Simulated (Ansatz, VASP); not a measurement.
# Two plane-wave programs on Ca7NiS8

The input INCAR:

```
SYSTEM = Ca7NiS8
PREC = Accurate
ENCUT = 510
EDIFF = 1E-6
ISMEAR = 0
SIGMA = 0.01
LREAL = Auto
LASPH = .True.
NELM = 200
ALGO = Normal
ISIF = 2
LWAVE = .False.
LCHARG = .False.
ISPIN = 2
MAGMOM = 0 0 0 0 0 0 0 0 0 0 0 0 0 0 0 0.4
LORBIT = 11
LMAXMIX = 4
LDAU = .True.
LDAUTYPE = 2
LDAUL = -1 -1 2
LDAUU = 0 0 6.2
LDAUJ = 0 0 0
LDAUPRINT = 1
GGA = PS
NBANDS = 86
GGA_COMPAT = .False.
```

File KPOINTS:

```
regular mesh
0
Gamma
  2 1 2
  0 0 0
```

File POSCAR:

```
Ca7NiS8
1.0
    5.6860000000      0.0000000000      0.0000000000
    0.0000000000     11.3720000000      0.0000000000
    0.0000000000      0.0000000000      5.6860000000
Ca S Ni
7 8 1
Direct
    0.0052967200      0.9987385800      0.0033019300
    0.0019783800      0.5012016400      0.9913296300
    0.9932787300      0.2532701200      0.5009214700
    0.0005232600      0.7502530700      0.4980224500
    0.5054993900      0.0007644300      0.5100528500
    0.5074335100      0.4956409300      0.4990010700
    0.5162658500      0.2510591400      0.9977985600
    0.5012372400      0.0045836500      0.9984467300
    0.4970953500      0.5073970200      0.9932189700
    0.5003499800      0.2506277300      0.5025815700
    0.4894463900      0.7495108000      0.5062025300
    0.9995014800      0.9987073100      0.5054457100
    0.9852604700      0.5026085600      0.5016805400
    0.0131550100      0.2565175500      0.9956207500
    0.9941526800      0.7506626200      0.0069948600
    0.5077602400      0.7452301600      0.0031623300
```

Input for Ansatz:

```yaml
crystal:
  lattice:
    - [5.686, 0.0, 0.0]
    - [0.0, 11.372, 0.0]
    - [0.0, 0.0, 5.686]
  atoms:
    - { symbol: Ca, position: [0.00529672, 0.99873858, 0.00330193] }
    - { symbol: Ca, position: [0.00197838, 0.50120164, 0.99132963] }
    - { symbol: S, position: [0.50123724, 0.00458365, 0.99844673] }
    - { symbol: S, position: [0.49709535, 0.50739702, 0.99321897] }
    - { symbol: Ca, position: [0.99327873, 0.25327012, 0.50092147] }
    - { symbol: Ca, position: [0.00052326, 0.75025307, 0.49802245] }
    - { symbol: S, position: [0.50034998, 0.25062773, 0.50258157] }
    - { symbol: S, position: [0.48944639, 0.7495108, 0.50620253] }
    - { symbol: Ca, position: [0.50549939, 0.00076443, 0.51005285] }
    - { symbol: Ca, position: [0.50743351, 0.49564093, 0.49900107] }
    - { symbol: S, position: [0.99950148, 0.99870731, 0.50544571] }
    - { symbol: S, position: [0.98526047, 0.50260856, 0.50168054] }
    - { symbol: Ca, position: [0.51626585, 0.25105914, 0.99779856] }
    - { symbol: Ni, position: [0.50776024, 0.74523016, 0.00316233], spin: 0.4 }
    - { symbol: S, position: [0.01315501, 0.25651755, 0.99562075] }
    - { symbol: S, position: [0.99415268, 0.75066262, 0.00699486] }
magnetization:
  spin_polarized: true
hamiltonian:
  xc: pbesol
  pseudopotentials: { kind: paw }
  hubbard: { sites: [{ species: Ni, l: d, u_eff: 6.2 }] }
basis:
  ecutwfc: 420
kpoints:
  mp_grid: { grid: [2, 1, 2] }
scf:
  occupations: { method: gaussian, width: 0.01 }
  lower_state_search: "off"
output:
  forces: true
  stress: true
```

Change from the starting cell: parallel moments scaled by 0.2, plain SCF.

Alike in both runs: task single point; functional PBEsol; k mesh 2 × 1 × 2; occupations gaussian, width 0.01 eV; collinear spin; Hubbard terms Ni d U = 6.2 eV.

|  | VASP | Ansatz |
| --- | --- | --- |
| version | VASP 6.6.1 | Ansatz 0.2.0 |
| potentials or method | VASP PAW PBE potentials, release 64 (Ca_sv, S, Ni_sv_GW), cutoff 510 eV | PAW, plane waves, scalar-relativistic |
| valence electrons in the cell | 136 | 136 |

Ansatz gave:

- rms of the force components (eV/Å): 0.181
- net moment per atom (μB): 0.09
- size of the moment on the site where the two differ most (μB): 1.47

Question: Estimate VASP's values.

Answer: rms of the force components (eV/Å): 0.204; net moment per atom (μB): 0.13; size of the moment on the site where the two differ most (μB): 1.77.

VASP's potentials were made for PBE, not for PBEsol. Site moments also hang on the region over which each program counts them. The programs project onto different local orbitals, so the same U acts differently, and such runs can settle in different states. Ansatz's warnings: filled band counts differ across k points.

The k mesh is coarse, so the values compare programs but aren't converged.
